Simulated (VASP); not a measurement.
# Fe2O3 (Hematite) (R-3c) in VASP: further runs

The runs below take Fe2O3 (Hematite) through single point, with PBE+U.

All numbers are computed with VASP 6.6.1; they aren't measurements. Logs are shortened: lines on timing, memory, paths and dates and some standing lists are left out, and cuts for length are marked.

## Step 1: The cell of the first run

Symmetry: R-3c, No. 167, trigonal system. Conventional cell: a = 5.080 Å, b = 5.080 Å, c = 13.546 Å, α = 90.00°, β = 90.00°, γ = 120.00°. Within 2.6 Å of Fe (site symmetry 3) lie 6 O at 1.96 to 2.10 Å. O (site symmetry 2) has 4 Fe at 1.96 to 2.10 Å within 2.6 Å.

## Step 2: Single point, PBE+U, collinear spin, ferromagnetic start

The input, INCAR:

```
SYSTEM = Fe2O3
PREC = Accurate ; ENCUT = 520
EDIFF = 1E-6 ; ISMEAR = 0
SIGMA = 0.05 ; LREAL = .FALSE.
LASPH = .TRUE. ; NELM = 150
ALGO = Normal ; ISIF = 2
LWAVE = .FALSE. ; LCHARG = .FALSE.
ISPIN = 2 ; MAGMOM = 5 5 5 5 0 0 0 0 0 0
LORBIT = 11 ; LMAXMIX = 4
LDAU = .TRUE. ; LDAUTYPE = 2
LDAUL = 2 -1 ; LDAUU = 4 0
LDAUJ = 0 0 ; LDAUPRINT = 1
GGA = PE ; NBANDS = 49
```

The input, KPOINTS:

```
Automatic mesh
0
G
  6 6 6
  0 0 0
```

The input, POSCAR:

```
Fe2O3
1.0
    2.5398796838      1.4664002192      4.5154995764
   -2.5398796838      1.4664002192      4.5154995764
    0.0000000000     -2.9328004383      4.5154995764
Fe O
4 6
Direct
    0.3556640703      0.3556640703      0.3556640703
    0.1443359297      0.1443359297      0.1443359297
    0.6443359297      0.6443359297      0.6443359297
    0.8556640703      0.8556640703      0.8556640703
    0.5531097623      0.9468902377      0.2500000000
    0.2500000000      0.5531097623      0.9468902377
    0.9468902377      0.2500000000      0.5531097623
    0.4468902377      0.0531097623      0.7500000000
    0.7500000000      0.4468902377      0.0531097623
    0.0531097623      0.7500000000      0.4468902377
```

Potentials or basis: VASP PAW PBE potentials, release 64 (Fe, O).

Command:

```bash
> cat potpaw_PBE.64/Fe/POTCAR potpaw_PBE.64/O/POTCAR > POTCAR
> mpirun -np 1 vasp_std > vasp.out
```

OUTCAR:

```text
SYSTEM = Fe2O3
   PREC = Accurate
   ENCUT = 520
   EDIFF = 1E-6
   ISMEAR = 0
   LREAL = .FALSE.
   LASPH = .TRUE.
   NELM = 150
   ISIF = 2
   ISPIN = 2
   LORBIT = 11
   GGA = PE

 ion  position               nearest neighbor table
   1  0.356  0.356  0.356-  10 1.96   8 1.96   9 1.96   5 2.10   6 2.10   7 2.10   2 2.86   3 2.99
                             3 2.99   3 2.99
   2  0.144  0.144  0.144-   9 1.96   8 1.96  10 1.96   5 2.10   7 2.10   6 2.10   1 2.86   4 2.99
                             4 2.99   4 2.99
   3  0.644  0.644  0.644-   7 1.96   5 1.96   6 1.96   8 2.10   9 2.10  10 2.10   4 2.86   1 2.99
                             1 2.99   1 2.99
   4  0.856  0.856  0.856-   6 1.96   5 1.96   7 1.96   8 2.10  10 2.10   9 2.10   3 2.86   2 2.99
                             2 2.99   2 2.99
   5  0.553  0.947  0.250-   3 1.96   4 1.96   1 2.10   2 2.10
   6  0.250  0.553  0.947-   4 1.96   3 1.96   1 2.10   2 2.10
   7  0.947  0.250  0.553-   3 1.96   4 1.96   2 2.10   1 2.10
   8  0.447  0.053  0.750-   1 1.96   2 1.96   3 2.10   4 2.10
   9  0.750  0.447  0.053-   2 1.96   1 1.96   3 2.10   4 2.10
  10  0.053  0.750  0.447-   1 1.96   2 1.96   4 2.10   3 2.10

  LATTYP: Found a trigonal (rhomboedric) cell.
 ALAT       =     5.3843342054
 COS(alpha) =     0.5549669479

  Lattice vectors:

 A1 = (   2.5398796838,   1.4664002192,   4.5154995764)
 A2 = (  -2.5398796838,   1.4664002192,   4.5154995764)
 A3 = (   0.0000000000,  -2.9328004383,   4.5154995764)

Analysis of symmetry for initial positions (statically):
=====================================================================
 Subroutine PRICEL returns:
 Original cell was already a primitive cell.

 Routine SETGRP: Setting up the symmetry group for a
 trigonal (rhombohedral) supercell.

 Subroutine GETGRP returns: Found 12 space group operations
 (whereof  6 operations were pure point group operations)
 out of a pool of 12 trial point group operations.

The static configuration has the point symmetry S_6 .
 The point group associated with its full space group is D_3d.

Analysis of symmetry for dynamics (positions and initial velocities):
=====================================================================
 Subroutine PRICEL returns:
 Original cell was already a primitive cell.

 Routine SETGRP: Setting up the symmetry group for a
 trigonal (rhombohedral) supercell.

 Subroutine GETGRP returns: Found 12 space group operations
 (whereof  6 operations were pure point group operations)
 out of a pool of 12 trial point group operations.

The dynamic configuration has the point symmetry S_6 .
 The point group associated with its full space group is D_3d.

Analysis of structural, dynamic, and magnetic symmetry:
=====================================================================
 Subroutine PRICEL returns:
 Original cell was already a primitive cell.

 Routine SETGRP: Setting up the symmetry group for a
 trigonal (rhombohedral) supercell.

 Subroutine GETGRP returns: Found 12 space group operations
 (whereof  6 operations were pure point group operations)
 out of a pool of 12 trial point group operations.

The overall configuration has the point symmetry S_6 .
 The point group associated with its full space group is D_3d.

 Subroutine INISYM returns: Found 12 space group operations
 (whereof  6 operations are pure point group operations),
 and found     1 'primitive' translations

----------------------------------------------------------------------------------------

                                     Primitive cell
[... 122 lines left out ...]
   ISMEAR =     0;   SIGMA  =   0.05  broadening in eV -4-tet -1-fermi 0-gaus
   EFERMI_NEDOS =   21; number of points for ismear=-14 and -15
   IALGO  =     38    algorithm
   IMIX   =      4    mixing-type and parameters
     AMIX     =   0.40;   BMIX     =  1.00
     AMIX_MAG =   1.60;   BMIX_MAG =  1.00
  volume/ion in A,a.u.               =      10.09        68.10
  Fermi-wavevector in a.u.,A,eV,Ry     =   1.435281  2.712288 28.028426  2.060031
  Thomas-Fermi vector in A             =   2.554597
   LORBIT       =     11    0 simple, 1 ext, 2 COOP (PROOUT), +10 PAW based schemes
 LDA+U is selected, type is set to LDAUTYPE =  2
   angular momentum for each species LDAUL =     2   -1
   U (eV)           for each species LDAUU =   4.0  0.0
   J (eV)           for each species LDAUJ =   0.0  0.0
   GGA     = PE    functional components
   LHFCALC =     F    Hartree Fock is set to
   AEXX    =    0.0000 exact exchange contribution
   IVDW    =     0    specifies the selected vdW correction
   LEPSILON=     F    determine dielectric tensor
   LRPA    =     F    only Hartree local field effects (RPA)
 spin polarized calculation
 Gauss-broadening in eV      SIGMA  =   0.05
  energy-cutoff  :      520.00
  volume of cell :      100.91
 maximum number of plane-waves:      2747
   NGX = 19   NGY = 19   NGZ = 19

atom =   1  type =  1  l = 2

 onsite density matrix

spin component  1
[... 116 lines left out ...]
  o =  0.0682  v =  0.0000  0.0000  0.0000  0.0000  0.0000  0.3114  0.3547 -0.0000 -0.4925  0.7313      0.0000  0.0000  0.0000  0.0000  0.0000  0.0000  0.0000  0.0000  0.0000  0.0000
  o =  0.0682  v =  0.0000  0.0000  0.0000  0.0000  0.0000  0.7313  0.4925  0.0000  0.3547 -0.3114      0.0000  0.0000  0.0000  0.0000  0.0000  0.0000  0.0000  0.0000  0.0000  0.0000
  o =  0.0823  v =  0.0000  0.0000  0.0000  0.0000  0.0000  0.0000  0.0000  1.0000 -0.0000  0.0000      0.0000  0.0000  0.0000  0.0000  0.0000  0.0000  0.0000  0.0000  0.0000  0.0000
  o =  0.2799  v =  0.0000  0.0000  0.0000  0.0000  0.0000  0.3284 -0.2726 -0.0000 -0.7466 -0.5104      0.0000  0.0000  0.0000  0.0000  0.0000  0.0000  0.0000  0.0000  0.0000  0.0000
  o =  0.2799  v =  0.0000  0.0000  0.0000  0.0000  0.0000 -0.5104  0.7466 -0.0000 -0.2726 -0.3284      0.0000  0.0000  0.0000  0.0000  0.0000  0.0000  0.0000  0.0000  0.0000  0.0000
  o =  0.9820  v =  0.3171  0.3477 -0.0000 -0.5313  0.7045  0.0000  0.0000  0.0000  0.0000  0.0000      0.0000  0.0000  0.0000  0.0000  0.0000  0.0000  0.0000  0.0000  0.0000  0.0000
  o =  0.9820  v =  0.7045  0.5313  0.0000  0.3477 -0.3171  0.0000  0.0000  0.0000  0.0000  0.0000      0.0000  0.0000  0.0000  0.0000  0.0000  0.0000  0.0000  0.0000  0.0000  0.0000
  o =  0.9837  v =  0.0000  0.0000  1.0000 -0.0000  0.0000  0.0000  0.0000  0.0000  0.0000  0.0000      0.0000  0.0000  0.0000  0.0000  0.0000  0.0000  0.0000  0.0000  0.0000  0.0000
  o =  1.0527  v =  0.3264 -0.2889 -0.0000 -0.7165 -0.5446  0.0000  0.0000  0.0000  0.0000  0.0000      0.0000  0.0000  0.0000  0.0000  0.0000  0.0000  0.0000  0.0000  0.0000  0.0000
  o =  1.0527  v = -0.5446  0.7165 -0.0000 -0.2889 -0.3264  0.0000  0.0000  0.0000  0.0000  0.0000      0.0000  0.0000  0.0000  0.0000  0.0000  0.0000  0.0000  0.0000  0.0000  0.0000

 number of electron      67.9999969 magnetization      20.0003594

 Free energy of the ion-electron system (eV)
  ---------------------------------------------------
  ext. energy  EPLUGINS =         0.00000000
  ---------------------------------------------------
  free energy    TOTEN  =       -67.42304113 eV

  energy without entropy =      -67.42304113  energy(sigma->0) =      -67.42304113

 E-fermi :   4.2100     XC(G=0): -11.5849

 val. band max:        3.9117180693   @ k =   0.0000   0.0000   0.0000
 cond. band min:       4.9672442594   @ k =  -0.3333   0.3333   0.0000
 fundamental gap:      1.0555261901
 Fermi energy:         4.2100255388

 spin component 1

 k-point     1 :       0.0000    0.0000    0.0000
  band No.  band energies     occupation
      1     -15.3395      1.00000
      2     -13.8690      1.00000
      3     -13.8690      1.00000
      4     -13.7483      1.00000
      5     -13.7483      1.00000
      6     -13.7291      1.00000
[... 2345 lines left out ...]
     45      13.0182      0.00000
     46      13.3307      0.00000

 [... further k-points ...]

 [bands above 46 left out]

------------------------ aborting loop because EDIFF is reached ----------------------------------------

  FORCE on cell =-STRESS in cart. coord.  units (eV):
  Direction    XX          YY          ZZ          XY          YZ          ZX
  --------------------------------------------------------------------------------------
  -------------------------------------------------------------------------------------
  Total        5.1854338      5.1854338      5.6839042      0.0000000      0.0000000      0.0000000
  in kB       82.3328144     82.3328144     90.2473823      0.0000000      0.0000000      0.0000000
  external PRESSURE =      84.9710037 kB  Pullay stress =       0.0000000 kB

 VOLUME and BASIS-vectors are now :
 -----------------------------------------------------------------------------
  energy-cutoff  :      520.00
  volume of cell :      100.91
      direct lattice vectors                 reciprocal lattice vectors
     2.539879684  1.466400219  4.515499576     0.196859719  0.113657012  0.073819813
    -2.539879684  1.466400219  4.515499576    -0.196859719  0.113657012  0.073819813
     0.000000000 -2.932800438  4.515499576     0.000000000 -0.227314023  0.073819813

 POSITION                                       TOTAL-FORCE (eV/Angst)
 -----------------------------------------------------------------------------------
      0.00000      0.00000      4.81800        -0.000000     -0.000000     -0.180095
      0.00000      0.00000      1.95525        -0.000000      0.000000      0.180095
      0.00000      0.00000      8.72850        -0.000000      0.000000      0.180095
      0.00000      0.00000     11.59125        -0.000000     -0.000000     -0.180095
     -1.00016      1.46640      7.90212         0.030467      0.000000     -0.000000
     -0.76986     -1.59936      7.90212        -0.015234      0.026386      0.000000
      1.77002      0.13296      7.90212        -0.015234     -0.026386      0.000000
      1.00016     -1.46640      5.64437        -0.030467      0.000000     -0.000000
      0.76986      1.59936      5.64437         0.015234     -0.026386      0.000000
     -1.77002     -0.13296      5.64437         0.015234      0.026386      0.000000
 -----------------------------------------------------------------------------------
    total drift:                                0.000000     -0.000000     -0.000000

  FREE ENERGIE OF THE ION-ELECTRON SYSTEM (eV)
  ---------------------------------------------------
  free  energy   TOTEN  =       -67.4230411294 eV

  energy  without entropy=      -67.4230411294  energy(sigma->0) =      -67.42304113

 total charge

# of ion       s       p       d       tot
------------------------------------------
    1        0.383   0.552   5.805   6.740
    2        0.383   0.552   5.805   6.740
    3        0.383   0.552   5.805   6.740
    4        0.383   0.552   5.805   6.740
    5        1.560   3.494   0.000   5.053
    6        1.560   3.494   0.000   5.053
    7        1.560   3.494   0.000   5.053
    8        1.560   3.494   0.000   5.053
    9        1.560   3.494   0.000   5.053
   10        1.560   3.494   0.000   5.053
--------------------------------------------------
tot         10.889  23.169  23.221  57.279

 magnetization (x)

# of ion       s       p       d       tot
------------------------------------------
    1        0.027   0.044   4.268   4.338
    2        0.027   0.044   4.268   4.338
    3        0.027   0.044   4.268   4.338
    4        0.027   0.044   4.268   4.338
    5        0.022   0.349   0.000   0.370
    6        0.022   0.349   0.000   0.370
    7        0.022   0.349   0.000   0.370
    8        0.022   0.349   0.000   0.370
    9        0.022   0.349   0.000   0.370
   10        0.022   0.349   0.000   0.370
--------------------------------------------------
tot          0.238   2.266  17.072  19.576
```

Run time: 7.2 min. Hardware: 1 thread of Intel Xeon Platinum 8259CL at 2.50GHz (Skylake/Cascade Lake), shared host; peak memory 0.42 GiB.

Results:

```
Free energy                                           : -67.4230 eV
Pressure                                              : 8.5 GPa
Largest force                                         : 0.180 eV/Å
Band gap on the k mesh                                : 1.06 eV, indirect (least direct gap 1.28 eV)
Net moment                                            : 20.00 μB per cell
Site moments                                          : Fe +4.34; O +0.37 μB
Valence electrons inside the program's atomic spheres : Fe 6.74; O 5.05
```

Forces on the atoms (eV/Å):
```
Fe   0.000  0.000 -0.180
Fe   0.000  0.000  0.180
Fe   0.000  0.000  0.180
Fe   0.000  0.000 -0.180
O    0.030  0.000  0.000
O   -0.015  0.026  0.000
O   -0.015 -0.026  0.000
O   -0.030  0.000  0.000
O    0.015 -0.026  0.000
O    0.015  0.026  0.000
```

Eigenvalues of the final occupation matrices:
```csv
site,spin,trace,eigenvalues
site 1 d,1,5.05,0.98 0.98 0.98 1.05 1.05
site 1 d,2,0.78,0.07 0.07 0.08 0.28 0.28
site 2 d,1,5.05,0.98 0.98 0.98 1.05 1.05
site 2 d,2,0.78,0.07 0.07 0.08 0.28 0.28
site 3 d,1,5.05,0.98 0.98 0.98 1.05 1.05
site 3 d,2,0.78,0.07 0.07 0.08 0.28 0.28
site 4 d,1,5.05,0.98 0.98 0.98 1.05 1.05
site 4 d,2,0.78,0.07 0.07 0.08 0.28 0.28
```

Caveat: only a ferromagnetic start was run, and an antiferromagnetic order may lie lower in energy.

## Step 3: Single point, PBE+U, collinear spin, antiferromagnetic start

The input, INCAR:

```
SYSTEM = Fe2O3
  ALGO = Normal
  EDIFF = 1E-6
  ENCUT = 520
  GGA = PE
  ISIF = 2
  ISMEAR = 0
  ISPIN = 2
  LASPH = .TRUE.
  LCHARG = .FALSE.
  LDAU = .TRUE.
  LDAUJ = 0 0
  LDAUL = 2 -1
  LDAUPRINT = 1
  LDAUTYPE = 2
  LDAUU = 4 0
  LMAXMIX = 4
  LORBIT = 11
  LREAL = .FALSE.
  LWAVE = .FALSE.
  MAGMOM = 5 -5 -5 5 0 0 0 0 0 0
  NBANDS = 49
  NELM = 150
  PREC = Accurate
  SIGMA = 0.05
```

The input, KPOINTS:

```
k-points
0
G
  6 6 6
  0 0 0
```

POSCAR is that of step 2.

Potentials or basis: VASP PAW PBE potentials, release 64 (Fe, O).

Command:

```bash
> cat potpaw_PBE.64/Fe/POTCAR potpaw_PBE.64/O/POTCAR > POTCAR
> mpirun -np 1 vasp_std > vasp.out
```

Run time: 7.2 min. Hardware: 1 thread of Intel Xeon Platinum 8259CL at 2.50GHz (Skylake/Cascade Lake), shared host; peak memory 0.42 GiB.

It converged, with:

```
Free energy                                           : -68.0010 eV
Pressure                                              : 5.4 GPa
Largest force                                         : 0.262 eV/Å
Band gap on the k mesh                                : 1.79 eV, indirect (least direct gap 1.89 eV)
Net moment                                            : 0.00 μB per cell
Site moments                                          : Fe +4.24, -4.24; O +0.00 μB
Valence electrons inside the program's atomic spheres : Fe 6.75; O 5.04
```

Forces in eV/Å, atoms in the order of the input:
```
Fe   0.000  0.000  0.185
Fe   0.000  0.000 -0.185
Fe   0.000  0.000 -0.185
Fe   0.000  0.000  0.185
O    0.262  0.000  0.000
O   -0.131  0.227  0.000
O   -0.131 -0.227  0.000
O   -0.262  0.000  0.000
O    0.131 -0.227  0.000
O    0.131  0.227  0.000
```

Stress tensor (GPa, compression positive):
```
4.33 0.00 0.00
0.00 4.33 0.00
0.00 0.00 7.43
```

Levels at points of the mesh, in eV from the valence-band top:
Spin up:
```csv
k point,band 32,band 33,band 34,band 35,band 36,band 37
"(0.00, 0.00, 0.00)",-0.81,0.00,0.00,1.93,1.93,2.10
"(0.50, 0.00, 0.00)",-0.77,-0.55,-0.55,1.90,1.90,2.19
"(0.50, 0.50, 0.00)",-0.95,-0.91,-0.08,1.90,1.99,2.07
"(0.50, 0.50, 0.50)",-0.79,-0.79,-0.79,2.21,2.21,2.28
```
Spin down:
```
           k point  band 30  band 31  band 32  band 33  band 34  band 35  band 36  band 37  band 38  band 39
(0.00, 0.00, 0.00)    -0.92    -0.81    -0.81     0.00     0.00     1.93     1.93     2.10     2.10     2.15
(0.50, 0.00, 0.00)    -1.33    -0.77    -0.77    -0.55    -0.55     1.90     1.90     2.19     2.19     2.29
(0.50, 0.50, 0.00)    -1.65    -1.39    -0.95    -0.91    -0.08     1.90     1.99     2.07     2.21     2.36
(0.50, 0.50, 0.50)    -2.27    -0.79    -0.79    -0.79    -0.79     2.21     2.21     2.28     2.28     2.28
```

Eigenvalues of the final occupation matrices:
| site | spin | trace | eigenvalues |
| --- | --- | --- | --- |
| site 1 d | 1 | 5.02 | 0.98 0.98 0.98 1.04 1.04 |
| site 1 d | 2 | 0.83 | 0.09 0.09 0.09 0.28 0.28 |
| site 2 d | 1 | 0.83 | 0.09 0.09 0.09 0.28 0.28 |
| site 2 d | 2 | 5.02 | 0.98 0.98 0.98 1.04 1.04 |
| site 3 d | 1 | 0.83 | 0.09 0.09 0.09 0.28 0.28 |
| site 3 d | 2 | 5.02 | 0.98 0.98 0.98 1.04 1.04 |
| site 4 d | 1 | 5.02 | 0.98 0.98 0.98 1.04 1.04 |
| site 4 d | 2 | 0.83 | 0.09 0.09 0.09 0.28 0.28 |

A k mesh can miss the band edges. The state reached can hang on the start; a lower one may exist.
